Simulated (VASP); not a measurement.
# Cd15HgTe16 (a cell with a defect) in VASP: single point with PBE

Aim: the single point of Cd15HgTe16 (a cell with a defect) with PBE.

Program: VASP 6.6.1. These are calculated values, not measurements. Logs are shortened: lines on timing, memory, paths and dates and some standing lists are left out, and cuts for length are marked.

## Step 1: The cell of the first run

The cell holds a defect, 32 atoms: a = 11.466 Å, b = 11.466 Å, c = 11.466 Å, α = 109.47°, β = 109.47°, γ = 109.47°.

## Step 2: Single point, PBE

INCAR reads:

```
SYSTEM = Cd15HgTe16
  PREC = Accurate
  ENCUT = 520
  EDIFF = 1E-7
  ISMEAR = 0
  SIGMA = 0.02
  LREAL = Auto
  LASPH = .True.
  NELM = 80
  ALGO = Normal
  ISIF = 2
  LWAVE = .False.
  LCHARG = .True.
  GGA = PE
  LELF = .True.
  LVHAR = .True.
  NBANDS = 166
```

KPOINTS reads:

```
Automatic mesh
0
Gamma
  2 2 2
  0.5 0.5 0.5
```

POSCAR reads:

```
Cd15HgTe16
1.0
    6.6200404670      6.6200404670      6.6200404670
   -6.6200404670      6.6200404670     -6.6200404670
   -6.6200404670     -6.6200404670      6.6200404670
Hg Cd Te
1 15 16
Direct
    0.0000000000      0.0000000000      0.0000000000
    0.0000000000      0.7498124190      0.2500399323
    0.2500399323      0.7498124190      0.0000000000
    0.0000000000      0.5000000000      0.5000000000
    0.2501875810      0.5002275133      0.2501875810
    0.5000000000      0.5000000000      0.0000000000
    0.0000000000      0.2500399323      0.7498124190
    0.2501875810      0.2501875810      0.5002275133
    0.5002275133      0.2501875810      0.2501875810
    0.7498124190      0.2500399323      0.0000000000
    0.2500399323      0.0000000000      0.7498124190
    0.5000000000      0.0000000000      0.5000000000
    0.7498124190      0.0000000000      0.2500399323
    0.4997724867      0.7499600677      0.7499600677
    0.7499600677      0.7499600677      0.4997724867
    0.7499600677      0.4997724867      0.7499600677
    0.2509988585      0.0000000000      0.0000000000
    0.2500143716      0.7501006066      0.2500143716
    0.5000862350      0.7499856284      0.0000000000
    0.2498993934      0.4999137650      0.4999137650
    0.4999137650      0.4999137650      0.2498993934
    0.7499856284      0.5000862350      0.0000000000
    0.2500143716      0.2500143716      0.7501006066
    0.4999137650      0.2498993934      0.4999137650
    0.7501006066      0.2500143716      0.2500143716
    0.0000000000      0.2509988585      0.0000000000
    0.5000862350      0.0000000000      0.7499856284
    0.7499856284      0.0000000000      0.5000862350
    0.0000000000      0.0000000000      0.2509988585
    0.7490011415      0.7490011415      0.7490011415
    0.0000000000      0.7499856284      0.5000862350
    0.0000000000      0.5000862350      0.7499856284
```

Potentials or basis: VASP PAW PBE potentials, release 64 (Hg, Cd, Te).

Run with:

```
cat potpaw_PBE.64/Hg/POTCAR potpaw_PBE.64/Cd/POTCAR potpaw_PBE.64/Te/POTCAR > POTCAR
mpirun -np 1 vasp_std > vasp.out
```

OUTCAR:

```text
SYSTEM = Cd15HgTe16
   PREC = Accurate
   ENCUT = 520
   EDIFF = 1E-7
   ISMEAR = 0
   LREAL = Auto
   LASPH = .True.
   NELM = 80
   ISIF = 2
   GGA = PE

 ion  position               nearest neighbor table
   1  0.000  0.000  0.000-  17 2.88  26 2.88  29 2.88  30 2.88
   2  0.000  0.750  0.250-  29 2.87  22 2.87  18 2.87  31 2.87
   3  0.250  0.750  0.000-  17 2.87  18 2.87  32 2.87  19 2.87
   4  0.000  0.500  0.500-  25 2.87  20 2.87  31 2.87  32 2.87
   5  0.250  0.500  0.250-  26 2.87  21 2.87  20 2.87  18 2.87
   6  0.500  0.500  0.000-  19 2.87  21 2.87  22 2.87  23 2.87
[... 24 lines left out ...]
  31  0.000  0.750  0.500-  11 2.87  15 2.87   4 2.87   2 2.87
  32  0.000  0.500  0.750-   3 2.87  16 2.87   4 2.87   7 2.87

  LATTYP: Found a body centered cubic cell.
 ALAT       =    13.2400809340

  Lattice vectors:

 A1 = (   6.6200404670,   6.6200404670,   6.6200404670)
 A2 = (  -6.6200404670,   6.6200404670,  -6.6200404670)
 A3 = (  -6.6200404670,  -6.6200404670,   6.6200404670)

Analysis of symmetry for initial positions (statically):
=====================================================================
 Subroutine PRICEL returns:
 Original cell was already a primitive cell.

 Routine SETGRP: Setting up the symmetry group for a
 body centered cubic supercell.

 Subroutine GETGRP returns: Found 24 space group operations
 (whereof 24 operations were pure point group operations)
 out of a pool of 48 trial point group operations.

The static configuration has the point symmetry T_d .

Analysis of symmetry for dynamics (positions and initial velocities):
=====================================================================
 Subroutine PRICEL returns:
 Original cell was already a primitive cell.

 Routine SETGRP: Setting up the symmetry group for a
 body centered cubic supercell.

 Subroutine GETGRP returns: Found 24 space group operations
 (whereof 24 operations were pure point group operations)
 out of a pool of 48 trial point group operations.

The dynamic configuration has the point symmetry T_d .

 Subroutine INISYM returns: Found 24 space group operations
 (whereof 24 operations are pure point group operations),
 and found     1 'primitive' translations

----------------------------------------------------------------------------------------

                                     Primitive cell

  volume of cell :    1160.4914

  direct lattice vectors                    reciprocal lattice vectors
     6.620040467  6.620040467  6.620040467     0.000000000  0.075528239  0.075528239
    -6.620040467  6.620040467 -6.620040467    -0.075528239  0.075528239  0.000000000
    -6.620040467 -6.620040467  6.620040467    -0.075528239  0.000000000  0.075528239

  length of vectors
    11.466246437 11.466246437 11.466246437     0.106813060  0.106813060  0.106813060

  position of ions in fractional coordinates (direct lattice)
     0.000000000  0.000000000  0.000000000
     0.000000000  0.749812419  0.250039932
     0.250039932  0.749812419  0.000000000
     0.000000000  0.500000000  0.500000000
     0.250187581  0.500227513  0.250187581
     0.500000000  0.500000000  0.000000000
[... 24 lines left out ...]
     0.000000000  0.749985628  0.500086235
     0.000000000  0.500086235  0.749985628

  ion indices of the primitive-cell ions
   primitive index   ion index
                 1           1
                 2           2
                 3           3
                 4           4
                 5           5
                 6           6
[... 24 lines left out ...]
                31          31
                32          32

----------------------------------------------------------------------------------------

 KPOINTS: Automatic mesh

Automatic generation of k-mesh.
 Grid dimensions read from file:
 generate k-points for:    2    2    2

 Generating k-lattice:

  Cartesian coordinates                     Fractional coordinates (reciprocal lattice)
     0.000000000  0.037764120  0.037764120     0.500000000  0.000000000  0.000000000
    -0.037764120  0.037764120  0.000000000     0.000000000  0.500000000  0.000000000
    -0.037764120  0.000000000  0.037764120     0.000000000  0.000000000  0.500000000

  Length of vectors
     0.053406530  0.053406530  0.053406530

  Shift w.r.t. Gamma in fractional coordinates (k-lattice)
     0.500000000  0.500000000  0.500000000

 Subroutine IBZKPT returns following result:
 ===========================================

 Found      2 irreducible k-points:

 Following reciprocal coordinates:
            Coordinates               Weight
  0.250000  0.250000  0.250000      2.000000
 -0.250000  0.250000  0.250000      6.000000
   k-points           NKPTS =      2   k-points in BZ     NKDIM =      2   number of bands    NBANDS=    166
   number of dos      NEDOS =    301   number of ions     NIONS =     32
   total plane-waves  NPLWV = 729000
   dimension x,y,z NGX =    90 NGY =   90 NGZ =   90
   dimension x,y,z NGXF=   180 NGYF=  180 NGZF=  180
   ions per type =               1  15  16
   NGX,Y,Z   is equivalent  to a cutoff of  13.05, 13.05, 13.05 a.u.
   NGXF,Y,Z  is equivalent  to a cutoff of  26.10, 26.10, 26.10 a.u.
 SYSTEM =  Cd15HgTe16
   PREC   = accura    normal or accurate (medium, high low for compatibility)
   ISTART =      0    job   : 0-new  1-cont  2-samecut
   ICHARG =      2    charge: 1-file 2-atom 10-const
   ISPIN  =      1    spin polarized calculation?
   LNONCOLLINEAR =      F non collinear calculations
   LSORBIT =      F    spin-orbit coupling
   LASPH  =      T    aspherical Exc in radial PAW
   ENCUT  =  520.0 eV  38.22 Ry    6.18 a.u.  21.32 21.32 21.32*2*pi/ulx,y,z
   NELM   =     80;   NELMIN=  2; NELMDL= -5     # of ELM steps
   EDIFF  = 0.1E-06   stopping-criterion for ELM
   LREAL  =      T    real-space projection
   EDIFFG = 0.1E-05   stopping-criterion for IOM
   NSW    =      0    number of steps for IOM
   IBRION =     -1    ionic relax: 0-MD 1-quasi-New 2-CG
   NFREE  =      0    steps in history (QN), initial steepest desc. (CG)
   ISIF   =      2    stress and relaxation
   ISYM   =      2    0-nonsym 1-usesym 2-fastsym
   POTIM  = 0.5000    time-step for ionic-motion
   TEBEG  =    0.0;   TEEND  =   0.0 temperature during run
   PSTRESS=    0.0 pullay stress
   NELECT =     288.0000    total number of electrons
   NUPDOWN=      -1.0000    fix difference up-down
   EMIN   =  10.00;   EMAX   =-10.00  energy-range for DOS
   EFERMI =   0.00;   METHOD = LEGACY
   ISMEAR =     0;   SIGMA  =   0.02  broadening in eV -4-tet -1-fermi 0-gaus
   EFERMI_NEDOS =   21; number of points for ismear=-14 and -15
   IALGO  =     38    algorithm
   IMIX   =      4    mixing-type and parameters
     AMIX     =   0.40;   BMIX     =  1.00
     AMIX_MAG =   1.60;   BMIX_MAG =  1.00
  volume/ion in A,a.u.               =      36.27       244.73
  Fermi-wavevector in a.u.,A,eV,Ry     =   1.028786  1.944124 14.400413  1.058401
  Thomas-Fermi vector in A             =   2.162800
   LORBIT       =      0    0 simple, 1 ext, 2 COOP (PROOUT), +10 PAW based schemes
   GGA     = PE    functional components
   LHFCALC =     F    Hartree Fock is set to
   AEXX    =    0.0000 exact exchange contribution
   IVDW    =     0    specifies the selected vdW correction
   LEPSILON=     F    determine dielectric tensor
   LRPA    =     F    only Hartree local field effects (RPA)
 non-spin polarized calculation
 Gauss-broadening in eV      SIGMA  =   0.02
  energy-cutoff  :      520.00
  volume of cell :     1160.49
 maximum number of plane-waves:     31245
 NGX is ok and might be reduce to    90
   NGX = 43   NGY = 43   NGZ = 43

 number of electron     287.9999969 magnetization

 Free energy of the ion-electron system (eV)
  ---------------------------------------------------
  ext. energy  EPLUGINS =         0.00000000
  ---------------------------------------------------
  free energy    TOTEN  =       -75.86228290 eV

  energy without entropy =      -75.86228290  energy(sigma->0) =      -75.86228290

 E-fermi :   1.6053     XC(G=0):  -8.3124

 val. band max:        1.4989006263   @ k =  -0.2500   0.2500   0.2500
 cond. band min:       3.4135997740   @ k =   0.2500   0.2500   0.2500
 fundamental gap:      1.9146991477
 Fermi energy:         1.6052618598

 k-point     1 :       0.2500    0.2500    0.2500
  band No.  band energies     occupation
      1      -8.9017      2.00000
      2      -8.8620      2.00000
      3      -8.8620      2.00000
      4      -8.8620      2.00000
      5      -8.6603      2.00000
      6      -8.6474      2.00000
[... 148 lines left out ...]
    155       4.7335      0.00000
    156       4.7604      0.00000

 k-point     2 :      -0.2500    0.2500    0.2500
  band No.  band energies     occupation
      1      -8.9811      2.00000
      2      -8.8017      2.00000
      3      -8.7749      2.00000
      4      -8.7749      2.00000
      5      -8.7720      2.00000
      6      -8.7047      2.00000
[... 148 lines left out ...]
    155       4.8553      0.00000
    156       4.9953      0.00000
 [bands above 156 left out]

------------------------ aborting loop because EDIFF is reached ----------------------------------------

  FORCE on cell =-STRESS in cart. coord.  units (eV):
  Direction    XX          YY          ZZ          XY          YZ          ZX
  --------------------------------------------------------------------------------------
  -------------------------------------------------------------------------------------
  Total        0.8474970      0.8474970      0.8474970      0.0000000     -0.0000000      0.0000000
  in kB        1.1700565      1.1700565      1.1700565      0.0000000     -0.0000000      0.0000000
  external PRESSURE =       1.1700565 kB  Pullay stress =       0.0000000 kB

 VOLUME and BASIS-vectors are now :
 -----------------------------------------------------------------------------
  energy-cutoff  :      520.00
  volume of cell :     1160.49
      direct lattice vectors                 reciprocal lattice vectors
     6.620040467  6.620040467  6.620040467     0.000000000  0.075528239  0.075528239
    -6.620040467  6.620040467 -6.620040467    -0.075528239  0.075528239  0.000000000
    -6.620040467 -6.620040467  6.620040467    -0.075528239  0.000000000  0.075528239

 POSITION                                       TOTAL-FORCE (eV/Angst)
 -----------------------------------------------------------------------------------
      0.00000      0.00000      0.00000         0.000000      0.000000      0.000000
     -6.61906      3.30851     -3.30851         0.000816     -0.000830      0.000830
     -3.30851      6.61906     -3.30851         0.000830     -0.000816      0.000830
     -6.62004      0.00000      0.00000         0.000000      0.000000      0.000000
     -3.31153      3.31153      0.00098        -0.000830      0.000830      0.000816
      0.00000      6.62004      0.00000         0.000000      0.000000      0.000000
[... 24 lines left out ...]
     -8.27553      1.65434     -1.65434         0.000240      0.000084     -0.000084
     -8.27553     -1.65434      1.65434         0.000240     -0.000084      0.000084
 -----------------------------------------------------------------------------------
    total drift:                               -0.000041      0.000040      0.000041

  FREE ENERGIE OF THE ION-ELECTRON SYSTEM (eV)
  ---------------------------------------------------
  free  energy   TOTEN  =       -75.8622828962 eV

  energy  without entropy=      -75.8622828962  energy(sigma->0) =      -75.86228290
```

Run time: 26 min. Hardware: 1 thread of Intel Xeon Platinum 8259CL at 2.50GHz (Skylake/Cascade Lake), shared host; peak memory 1.4 GiB.

Results:

| Quantity | Value |
| --- | --- |
| Free energy | -75.8623 eV |
| Pressure | 0.1 GPa |
| Band gap on the k mesh | 1.91 eV |

Caveat: spin-orbit coupling is left out, which moves the levels of the heavy elements.
